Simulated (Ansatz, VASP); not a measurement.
## TiPt3 in VASP and in Ansatz

The input INCAR:

```
SYSTEM = TiPt3
ALGO = Normal ; EDIFF = 1E-8
ENCUT = 520 ; GGA = PS
ISIF = 2 ; ISMEAR = -1
LASPH = .TRUE. ; LCHARG = .FALSE.
LEFG = .TRUE. ; LREAL = .FALSE.
LWAVE = .FALSE. ; NBANDS = 29
NELM = 100 ; PREC = Accurate
SIGMA = 0.05
```

Contents of KPOINTS:

```
k-points
0
G
  9 9 9
  0 0 0
```

POSCAR

```
TiPt3
1.0
    3.8970000000      0.0000000000      0.0000000000
    0.0000000000      3.8970000000      0.0000000000
    0.0000000000      0.0000000000      3.9749400000
Ti Pt
1 3
Direct
    0.0000000000      0.0000000000      0.0000000000
    0.0000000000      0.5000000000      0.5000000000
    0.5000000000      0.0000000000      0.5000000000
    0.5000000000      0.5000000000      0.0000000000
```

Input for Ansatz:

```yaml
crystal:
  lattice:
    - [3.897, 0.0, 0.0]
    - [0.0, 3.897, 0.0]
    - [0.0, 0.0, 3.97494]
  atoms:
    - { symbol: Ti, position: [0.0, 0.0, 0.0] }
    - { symbol: Pt, position: [0.0, 0.5, 0.5] }
    - { symbol: Pt, position: [0.5, 0.0, 0.5] }
    - { symbol: Pt, position: [0.5, 0.5, 0.0] }
kpoints:
  mp_grid: { grid: [9, 9, 9] }
scf:
  occupations: { method: fermi_dirac, width: 0.05 }
hamiltonian:
  xc: pbesol
  pseudopotentials: { kind: all_electron, datasets: crystal }
output:
  forces: true
  stress: true
  eigenvalues: true
  efg: { contact_densities: true }
```

Change from the starting cell: zz strain of +2 %, crystal datasets.

Alike in both runs: task electric field gradients; functional PBEsol; k mesh 9 × 9 × 9; occupations fermi-dirac, width 0.05 eV; no spin polarisation.

|  | VASP | Ansatz |
| --- | --- | --- |
| version | VASP 6.6.1 | Ansatz 0.2.0 |
| potentials or method | VASP PAW PBE potentials, release 64 (Ti_sv, Pt), cutoff 520 eV | all-electron PAW with datasets made for the crystal, scalar-relativistic |

VASP gave:

* pressure (GPa): -4.7
* traceless stress, the component that is largest in VASP (GPa): -2.36
* size of Vzz on the site where it differs most (V/Å²): 64.8

What did Ansatz give for the same quantities?

Pressure (GPa): -4.5; traceless stress, the component that is largest in VASP (GPa): -2.37; size of Vzz on the site where it differs most (V/Å²): 75.1.

VASP's potentials were made for PBE, not for PBEsol. Ansatz ran all-electron here, and VASP with PAW potentials.

Neither program's run includes spin-orbit coupling.
